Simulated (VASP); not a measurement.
# Y (Fm-3m) in VASP: a series of runs

The runs below take Y through single point, with r2SCAN.

Program: VASP 6.6.1. These are calculated values, not measurements. Logs are shortened: lines on timing, memory, paths and dates and some standing lists are left out, and cuts for length are marked.

### Step 1. The cell of the first run

It takes space group Fm-3m (No. 225, cubic). Conventional cell: a = 5.101 Å, b = 5.101 Å, c = 5.101 Å, α = 90.00°, β = 90.00°, γ = 90.00°. Within 4.7 Å of Y (site symmetry m-3m) lie 12 Y at 3.61 Å.

### Step 2. Single point, r2SCAN, collinear spin, ferromagnetic start

POSCAR

```
Y
1.0
    0.0000000000      2.5504100477      2.5504100477
    2.5504100477      0.0000000000      2.5504100477
    2.5504100477      2.5504100477      0.0000000000
Y
1
Direct
    0.0000000000      0.0000000000      0.0000000000
```

INCAR.step1

```
  ALGO = Normal
  EDIFF = 1E-4
  ENCUT = 520
  GGA = PE
  ISMEAR = -1
  ISPIN = 2
  LASPH = True
  LCHARG = False
  LMAXMIX = 4
  LREAL = False
  LWAVE = True
  MAGMOM = 1
  NBANDS = 16
  NELM = 150
  PREC = Accurate
  SIGMA = 0.05
```

INCAR.step2

```
  ALGO = Normal
  EDIFF = 1E-7
  ENCUT = 520
  ISIF = 2
  ISMEAR = -1
  ISPIN = 2
  ISTART = 1
  LASPH = True
  LCHARG = False
  LMAXMIX = 4
  LMIXTAU = True
  LORBIT = 11
  LREAL = False
  LWAVE = False
  MAGMOM = 1
  METAGGA = R2SCAN
  NBANDS = 16
  NELM = 150
  PREC = Accurate
  SIGMA = 0.05
```

KPOINTS

```
k-points
0
Gamma
  11 11 11
```

Potentials or basis: VASP PAW PBE potentials, release 64 (Y_sv).

Launch:

```
> cat potpaw_PBE.64/Y_sv/POTCAR > POTCAR
> cp INCAR.step1 INCAR
> mpirun -np 1 vasp_std > vasp.out
> cp INCAR.step2 INCAR
> mpirun -np 1 vasp_std > vasp.out
```

OUTCAR:

```text
EDIFF = 1E-7
   ENCUT = 520
   ISIF = 2
   ISMEAR = -1
   ISPIN = 2
   ISTART = 1
   LASPH = True
   LORBIT = 11
   LREAL = False
   METAGGA = R2SCAN
   NELM = 150
   PREC = Accurate

 ion  position               nearest neighbor table
   1  0.000  0.000  0.000-

  LATTYP: Found a face centered cubic cell.
 ALAT       =     5.1008200954

  Lattice vectors:

 A1 = (   0.0000000000,   2.5504100477,   2.5504100477)
 A2 = (   2.5504100477,   0.0000000000,   2.5504100477)
 A3 = (   2.5504100477,   2.5504100477,   0.0000000000)

Analysis of symmetry for initial positions (statically):
=====================================================================
 Subroutine PRICEL returns:
 Original cell was already a primitive cell.

 Routine SETGRP: Setting up the symmetry group for a
 face centered cubic supercell.

 Subroutine GETGRP returns: Found 48 space group operations
 (whereof 48 operations were pure point group operations)
 out of a pool of 48 trial point group operations.

The static configuration has the point symmetry O_h .

Analysis of symmetry for dynamics (positions and initial velocities):
=====================================================================
 Subroutine PRICEL returns:
 Original cell was already a primitive cell.

 Routine SETGRP: Setting up the symmetry group for a
 face centered cubic supercell.

 Subroutine GETGRP returns: Found 48 space group operations
 (whereof 48 operations were pure point group operations)
 out of a pool of 48 trial point group operations.

The dynamic configuration has the point symmetry O_h .

Analysis of structural, dynamic, and magnetic symmetry:
=====================================================================
 Subroutine PRICEL returns:
 Original cell was already a primitive cell.

 Routine SETGRP: Setting up the symmetry group for a
 face centered cubic supercell.

 Subroutine GETGRP returns: Found 48 space group operations
 (whereof 48 operations were pure point group operations)
 out of a pool of 48 trial point group operations.

The overall configuration has the point symmetry O_h .

 Subroutine INISYM returns: Found 48 space group operations
 (whereof 48 operations are pure point group operations),
 and found     1 'primitive' translations

----------------------------------------------------------------------------------------

                                     Primitive cell

  volume of cell :      33.1788

  direct lattice vectors                    reciprocal lattice vectors
     0.000000000  2.550410048  2.550410048    -0.196046906  0.196046906  0.196046906
[... 103 lines left out ...]
     AMIX     =   0.40;   BMIX     =  1.00
     AMIX_MAG =   1.60;   BMIX_MAG =  1.00
  volume/ion in A,a.u.               =      33.18       223.90
  Fermi-wavevector in a.u.,A,eV,Ry     =   1.133059  2.141170 17.467457  1.283822
  Thomas-Fermi vector in A             =   2.269761
   LORBIT       =     11    0 simple, 1 ext, 2 COOP (PROOUT), +10 PAW based schemes
   METAGGA = R2SCAN    functional components
   LHFCALC =     F    Hartree Fock is set to
   AEXX    =    0.0000 exact exchange contribution
   IVDW    =     0    specifies the selected vdW correction
   LEPSILON=     F    determine dielectric tensor
   LRPA    =     F    only Hartree local field effects (RPA)
 spin polarized calculation
  energy-cutoff  :      520.00
  volume of cell :       33.18
 maximum number of plane-waves:       911
   NGX = 13   NGY = 13   NGZ = 13

 number of electron      11.0000001 magnetization       0.0000335

 Free energy of the ion-electron system (eV)
  ---------------------------------------------------
  ext. energy  EPLUGINS =         0.00000000
  ---------------------------------------------------
  free energy    TOTEN  =       -20.22897973 eV

  energy without entropy =      -20.21472379  energy(sigma->0) =      -20.22185176

 E-fermi :   3.0428     XC(G=0): -10.0368

 val. band max:        3.0190884576   @ k =  -0.4545   0.3636   0.1818
 cond. band min:       3.0498218290   @ k =  -0.2727   0.4545   0.1818
 fundamental gap:      0.0307333714
 Fermi energy:         3.0427601366

 spin component 1

 k-point     1 :       0.0000    0.0000    0.0000
  band No.  band energies     occupation
      1     -41.1828      1.00000
      2     -20.2284      1.00000
      3     -20.2284      1.00000
      4     -20.2284      1.00000
      5      -1.9291      1.00000
      6       5.0730      0.00000
[... 435 lines left out ...]
      5       0.0185      1.00000
      6       3.6495      0.00001
[... 8 lines left out ...]
     15      19.9034      0.00000
     16      21.9965      0.00000

 [... further k-points ...]

 spin component 2

 k-point     1 :       0.0000    0.0000    0.0000
  band No.  band energies     occupation
      1     -41.1828      1.00000
      2     -20.2284      1.00000
      3     -20.2284      1.00000
      4     -20.2284      1.00000
      5      -1.9291      1.00000
      6       5.0730      0.00000
[... 435 lines left out ...]
      5       0.0185      1.00000
      6       3.6496      0.00001
[... 8 lines left out ...]
     15      19.9034      0.00000
     16      21.9965      0.00000

 [... further k-points ...]

------------------------ aborting loop because EDIFF is reached ----------------------------------------

  FORCE on cell =-STRESS in cart. coord.  units (eV):
  Direction    XX          YY          ZZ          XY          YZ          ZX
  --------------------------------------------------------------------------------------
  -------------------------------------------------------------------------------------
  Total        0.0252223      0.0252223      0.0252223     -0.0000000      0.0000000     -0.0000000
  in kB        1.2179653      1.2179653      1.2179653     -0.0000000      0.0000000     -0.0000000
  external PRESSURE =       1.2179653 kB  Pullay stress =       0.0000000 kB

 VOLUME and BASIS-vectors are now :
 -----------------------------------------------------------------------------
  energy-cutoff  :      520.00
  volume of cell :       33.18
      direct lattice vectors                 reciprocal lattice vectors
     0.000000000  2.550410048  2.550410048    -0.196046906  0.196046906  0.196046906
     2.550410048  0.000000000  2.550410048     0.196046906 -0.196046906  0.196046906
     2.550410048  2.550410048  0.000000000     0.196046906  0.196046906 -0.196046906

 POSITION                                       TOTAL-FORCE (eV/Angst)
 -----------------------------------------------------------------------------------
      0.00000      0.00000      0.00000         0.000000      0.000000      0.000000
 -----------------------------------------------------------------------------------
    total drift:                               -0.000000     -0.000000     -0.000000

  FREE ENERGIE OF THE ION-ELECTRON SYSTEM (eV)
  ---------------------------------------------------
  free  energy   TOTEN  =       -20.2289797292 eV

  energy  without entropy=      -20.2147237899  energy(sigma->0) =      -20.22185176

 total charge

# of ion       s       p       d       f       tot
--------------------------------------------------
    1        2.268   6.239   0.889   0.006   9.402

 magnetization (x)

# of ion       s       p       d       f       tot
--------------------------------------------------
    1        0.000   0.000   0.000   0.000   0.000
```

OUTCAR.step1:

```text
EDIFF = 1E-4
   ENCUT = 520
   GGA = PE
   ISMEAR = -1
   ISPIN = 2
   LASPH = True
[... 1149 lines left out ...]
 POSITION                                       TOTAL-FORCE (eV/Angst)
 -----------------------------------------------------------------------------------
      0.00000      0.00000      0.00000         0.000000     -0.000000      0.000000
 -----------------------------------------------------------------------------------
    total drift:                               -0.000000     -0.000000     -0.000000

  FREE ENERGIE OF THE ION-ELECTRON SYSTEM (eV)
  ---------------------------------------------------
  free  energy   TOTEN  =        -6.4117690283 eV

  energy  without entropy=       -6.3984651140  energy(sigma->0) =       -6.40511707
```

OSZICAR.step1:

```text
N       E                     dE             d eps       ncg     rms          rms(c)
DAV:   1     0.294205433165E+02    0.29421E+02   -0.55501E+03  3600   0.656E+02
DAV:   2    -0.526806216899E+01   -0.34689E+02   -0.33420E+02  4736   0.148E+02
DAV:   3    -0.645460865654E+01   -0.11865E+01   -0.11768E+01  4424   0.184E+01
DAV:   4    -0.647655323072E+01   -0.21945E-01   -0.21937E-01  4520   0.231E+00
DAV:   5    -0.647695606957E+01   -0.40284E-03   -0.40283E-03  4448   0.238E-01    0.227E+01
DAV:   6    -0.642945571794E+01    0.47500E-01   -0.16868E-01  4192   0.222E+00    0.141E+01
DAV:   7    -0.639691653059E+01    0.32539E-01   -0.11452E-01  4456   0.195E+00    0.763E+00
DAV:   8    -0.641126309605E+01   -0.14347E-01   -0.28950E-02  4752   0.968E-01    0.999E-01
DAV:   9    -0.641160735211E+01   -0.34426E-03   -0.49860E-03  4080   0.433E-01    0.446E-01
DAV:  10    -0.641173579407E+01   -0.12844E-03   -0.28914E-03  3872   0.353E-01    0.168E-01
DAV:  11    -0.641176902834E+01   -0.33234E-04   -0.25648E-04  4040   0.991E-02
   1 F= -.64117690E+01 E0= -.64051171E+01  d E =-.133039E-01  mag=     0.0012
```

It took 1.8 min on 1 thread of Intel Xeon 6975P-C (Granite Rapids), shared host; peak memory 0.22 GiB.

What came out:

- Free energy: -20.2290 eV
- Pressure: 0.1 GPa
- Net moment: 0.00 μB per cell
- Valence electrons inside the program's atomic spheres: Y 9.40

Levels at points of the mesh, in eV from the Fermi level:
Spin up:
```
           k point  band 3  band 4  band 5  band 6  band 7  band 8
(0.00, 0.00, 0.00)  -23.27  -23.27   -4.97    2.03    2.03    2.03
```
Spin down:
```tsv
k point	band 1	band 2	band 3	band 4	band 5	band 6	band 7	band 8	band 9	band 10
(0.00, 0.00, 0.00)	-44.23	-23.27	-23.27	-23.27	-4.97	2.03	2.03	2.03	4.12	4.12
```

Caveat: the PAW data sets were made with another functional, which shifts forces and pressure a little.

### Step 3. Single point, r2SCAN

This run uses another cell than the first one, of 33.31 Å³/atom, 1.004 times its volume.

POSCAR

```
Y
1.0
    0.0000000000      2.5538707878      2.5538707878
    2.5538707878      0.0000000000      2.5538707878
    2.5538707878      2.5538707878      0.0000000000
Y
1
Direct
    0.0000000000      0.0000000000      0.0000000000
```

INCAR.step1

```
SYSTEM = Y
ALGO = Normal ; EDIFF = 1E-4
ENCUT = 520 ; GGA = PE
ISMEAR = -1 ; LASPH = .True.
LCHARG = .False. ; LREAL = .False.
LWAVE = .True. ; NBANDS = 12
NELM = 60 ; PREC = Accurate
SIGMA = 0.1
```

INCAR.step2

```
SYSTEM = Y
ALGO = Normal ; EDIFF = 1E-7
ENCUT = 520 ; ISIF = 2
ISMEAR = -1 ; ISTART = 1
LASPH = .True. ; LCHARG = .False.
LMIXTAU = .True. ; LREAL = .False.
LWAVE = .False. ; METAGGA = R2SCAN
NBANDS = 12 ; NELM = 60
PREC = Accurate ; SIGMA = 0.1
```

KPOINTS

```
k-points
0
Gamma
  11 11 11
  0 0 0
```

Potentials or basis: VASP PAW PBE potentials, release 64 (Y_sv).

Launch:

```
> cat potpaw_PBE.64/Y_sv/POTCAR > POTCAR
> cp INCAR.step1 INCAR
> mpirun -np 1 vasp_std > vasp.out
> cp INCAR.step2 INCAR
> mpirun -np 1 vasp_std > vasp.out
```

It took 91 s on 1 thread of Intel Xeon Platinum 8375C at 2.90GHz (Ice Lake), shared host; peak memory 0.19 GiB.

The run converged. Its results:

- Free energy: -20.2500 eV
- Pressure: 0.1 GPa

Levels at points of the mesh, in eV from the Fermi level:
| k point | band 3 | band 4 | band 5 | band 6 | band 7 | band 8 |
| --- | --- | --- | --- | --- | --- | --- |
| (0.00, 0.00, 0.00) | -23.29 | -23.29 | -4.97 | 2.02 | 2.02 | 2.02 |

Caveat: the PAW data sets were made with another functional, which shifts forces and pressure a little.
